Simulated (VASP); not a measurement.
# ZrNbSe3 (Pm-3m) in VASP: further runs, part 2 of 2

VASP 6.6.1.

### Step 3. Single point, PBE, collinear spin, ferromagnetic start

This run uses another cell than the first one, of 24.83 Å³/atom, 0.993 times its volume.

Contents of INCAR:

```
SYSTEM = ZrNbSe3
PREC = Accurate
ENCUT = 520
EDIFF = 1E-6
ISMEAR = 0
SIGMA = 0.1
LREAL = .FALSE.
LASPH = .TRUE.
NELM = 150
ALGO = Normal
ISIF = 2
LWAVE = .FALSE.
LCHARG = .TRUE.
ISPIN = 2
MAGMOM = 1.7 0.6 0 0 0
LORBIT = 11
LMAXMIX = 4
GGA = PE
LELF = .TRUE.
LVHAR = .TRUE.
NBANDS = 34
```

Contents of KPOINTS:

```
Automatic mesh
0
G
  8 8 8
  0 0 0
```

Contents of POSCAR:

```
ZrNbSe3
1.0
    4.9887575158      0.0000000000      0.0000000000
    0.0000000000      4.9887575158      0.0000000000
    0.0000000000      0.0000000000      4.9887575158
Zr Nb Se
1 1 3
Direct
    0.5000000000      0.5000000000      0.5000000000
    0.0000000000      0.0000000000      0.0000000000
    0.5000000000      0.0000000000      0.0000000000
    0.0000000000      0.0000000000      0.5000000000
    0.0000000000      0.5000000000      0.0000000000
```

Potentials or basis: VASP PAW PBE potentials, release 64 (Zr_sv, Nb_sv, Se).

On the command line:

```
> cat potpaw_PBE.64/Zr_sv/POTCAR potpaw_PBE.64/Nb_sv/POTCAR potpaw_PBE.64/Se/POTCAR > POTCAR
> mpirun -np 1 vasp_std > vasp.out
```

OUTCAR:

```text
SYSTEM = ZrNbSe3
   PREC = Accurate
   ENCUT = 520
   EDIFF = 1E-6
   ISMEAR = 0
   LREAL = .FALSE.
   LASPH = .TRUE.
   NELM = 150
   ISIF = 2
   ISPIN = 2
   LORBIT = 11
   GGA = PE

 ion  position               nearest neighbor table
   1  0.500  0.500  0.500-
   2  0.000  0.000  0.000-   3 2.49   4 2.49   5 2.49   4 2.49   5 2.49   3 2.49
   3  0.500  0.000  0.000-   2 2.49   2 2.49
   4  0.000  0.000  0.500-   2 2.49   2 2.49
   5  0.000  0.500  0.000-   2 2.49   2 2.49

  LATTYP: Found a simple cubic cell.
 ALAT       =     4.9887575158

  Lattice vectors:

 A1 = (   4.9887575158,   0.0000000000,   0.0000000000)
 A2 = (   0.0000000000,   4.9887575158,   0.0000000000)
 A3 = (   0.0000000000,   0.0000000000,   4.9887575158)

Analysis of symmetry for initial positions (statically):
=====================================================================
 Subroutine PRICEL returns:
 Original cell was already a primitive cell.

 Routine SETGRP: Setting up the symmetry group for a
 simple cubic supercell.

 Subroutine GETGRP returns: Found 48 space group operations
 (whereof 48 operations were pure point group operations)
 out of a pool of 48 trial point group operations.

The static configuration has the point symmetry O_h .

Analysis of symmetry for dynamics (positions and initial velocities):
=====================================================================
 Subroutine PRICEL returns:
 Original cell was already a primitive cell.

 Routine SETGRP: Setting up the symmetry group for a
 simple cubic supercell.

 Subroutine GETGRP returns: Found 48 space group operations
 (whereof 48 operations were pure point group operations)
 out of a pool of 48 trial point group operations.

The dynamic configuration has the point symmetry O_h .

Analysis of structural, dynamic, and magnetic symmetry:
=====================================================================
 Subroutine PRICEL returns:
 Original cell was already a primitive cell.

[... 168 lines left out ...]

 spin component 1

 k-point     1 :       0.0000    0.0000    0.0000
  band No.  band energies     occupation
      1     -49.9687      1.00000
      2     -44.8466      1.00000
      3     -26.1272      1.00000
      4     -26.1272      1.00000
      5     -26.1272      1.00000
      6     -22.8726      1.00000
[... 853 lines left out ...]
     32      11.1047      0.00000
     33      11.7695      0.00000

 [... further k-points ...]

 spin component 2

 k-point     1 :       0.0000    0.0000    0.0000
  band No.  band energies     occupation
      1     -49.7500      1.00000
      2     -44.0431      1.00000
      3     -25.8777      1.00000
      4     -25.8777      1.00000
      5     -25.8777      1.00000
      6     -21.9232      1.00000
[... 853 lines left out ...]
     32      11.5918      0.00000
     33      12.0603      0.00000

 [... further k-points ...]

 [bands above 33 left out]

------------------------ aborting loop because EDIFF is reached ----------------------------------------

  FORCE on cell =-STRESS in cart. coord.  units (eV):
  Direction    XX          YY          ZZ          XY          YZ          ZX
  --------------------------------------------------------------------------------------
  -------------------------------------------------------------------------------------
  Total       -0.0188515     -0.0188515     -0.0188515      0.0000000     -0.0000000     -0.0000000
  in kB       -0.2432644     -0.2432644     -0.2432644      0.0000000     -0.0000000     -0.0000000
  external PRESSURE =      -0.2432644 kB  Pullay stress =       0.0000000 kB

 VOLUME and BASIS-vectors are now :
 -----------------------------------------------------------------------------
  energy-cutoff  :      520.00
  volume of cell :      124.16
      direct lattice vectors                 reciprocal lattice vectors
     4.988757516  0.000000000  0.000000000     0.200450713  0.000000000  0.000000000
     0.000000000  4.988757516  0.000000000     0.000000000  0.200450713  0.000000000
     0.000000000  0.000000000  4.988757516     0.000000000  0.000000000  0.200450713

 POSITION                                       TOTAL-FORCE (eV/Angst)
 -----------------------------------------------------------------------------------
      2.49438      2.49438      2.49438         0.000000      0.000000      0.000000
      0.00000      0.00000      0.00000         0.000000      0.000000      0.000000
      2.49438      0.00000      0.00000         0.000000      0.000000      0.000000
      0.00000      0.00000      2.49438         0.000000      0.000000      0.000000
      0.00000      2.49438      0.00000         0.000000      0.000000      0.000000
 -----------------------------------------------------------------------------------
    total drift:                                0.000000      0.000000     -0.000000

  FREE ENERGIE OF THE ION-ELECTRON SYSTEM (eV)
  ---------------------------------------------------
  free  energy   TOTEN  =       -29.4786178386 eV

  energy  without entropy=      -29.4530035453  energy(sigma->0) =      -29.46581069

 total charge

# of ion       s       p       d       tot
------------------------------------------
    1        2.084   5.894   1.553   9.530
    2        2.164   6.035   2.460  10.659
    3        1.464   2.384   0.043   3.891
    4        1.464   2.384   0.043   3.891
    5        1.464   2.384   0.043   3.891
--------------------------------------------------
tot          8.639  19.082   4.142  31.863

 magnetization (x)

# of ion       s       p       d       tot
------------------------------------------
    1        0.043   0.006   1.182   1.231
    2        0.004   0.003   0.314   0.321
    3        0.002  -0.070   0.007  -0.061
    4        0.002  -0.070   0.007  -0.061
    5        0.002  -0.070   0.007  -0.061
--------------------------------------------------
tot          0.054  -0.202   1.518   1.369
```

OSZICAR:

```text
N       E                     dE             d eps       ncg     rms          rms(c)
DAV:   1     0.352519105068E+03    0.35252E+03   -0.20309E+04  4768   0.115E+03
DAV:   2    -0.430296755660E+01   -0.35682E+03   -0.34102E+03  6120   0.345E+02
DAV:   3    -0.316271769669E+02   -0.27324E+02   -0.26555E+02  7344   0.810E+01
DAV:   4    -0.334538348796E+02   -0.18267E+01   -0.17922E+01  7710   0.193E+01
DAV:   5    -0.335024941389E+02   -0.48659E-01   -0.48615E-01  6734   0.219E+00    0.131E+01
DAV:   6    -0.310702734863E+02    0.24322E+01   -0.12525E+01  5344   0.111E+01    0.100E+01
DAV:   7    -0.299665638650E+02    0.11037E+01   -0.10471E+01  6648   0.118E+01    0.538E+00
DAV:   8    -0.293592902681E+02    0.60727E+00   -0.15871E+00  6578   0.444E+00    0.260E+00
DAV:   9    -0.294543260645E+02   -0.95036E-01   -0.30078E-01  6320   0.262E+00    0.163E+00
DAV:  10    -0.294714030317E+02   -0.17077E-01   -0.14507E-01  5820   0.153E+00    0.491E-01
DAV:  11    -0.294777762221E+02   -0.63732E-02   -0.17260E-02  6386   0.572E-01    0.273E-01
DAV:  12    -0.294784088520E+02   -0.63263E-03   -0.24296E-03  6226   0.245E-01    0.131E-01
DAV:  13    -0.294785981030E+02   -0.18925E-03   -0.52618E-04  6520   0.115E-01    0.485E-02
DAV:  14    -0.294786141937E+02   -0.16091E-04   -0.79947E-05  6964   0.448E-02    0.170E-02
DAV:  15    -0.294786169574E+02   -0.27637E-05   -0.83634E-06  6038   0.152E-02    0.847E-03
DAV:  16    -0.294786178386E+02   -0.88112E-06   -0.24793E-06  4638   0.846E-03
   1 F= -.29478618E+02 E0= -.29465811E+02  d E =-.256143E-01  mag=     2.0677
```

It took 5.1 min on 1 thread of Intel Xeon Platinum 8488C (Sapphire Rapids), shared host; peak memory 0.44 GiB.

Results:

| Quantity | Value |
| --- | --- |
| Free energy | -29.4786 eV |
| Pressure | 0.0 GPa |
| Net moment | 2.07 μB per cell |
| Site moments | Zr +1.23; Nb +0.32; Se -0.06 μB |
| Valence electrons inside the program's atomic spheres | Zr 9.53; Nb 10.66; Se 3.89 |
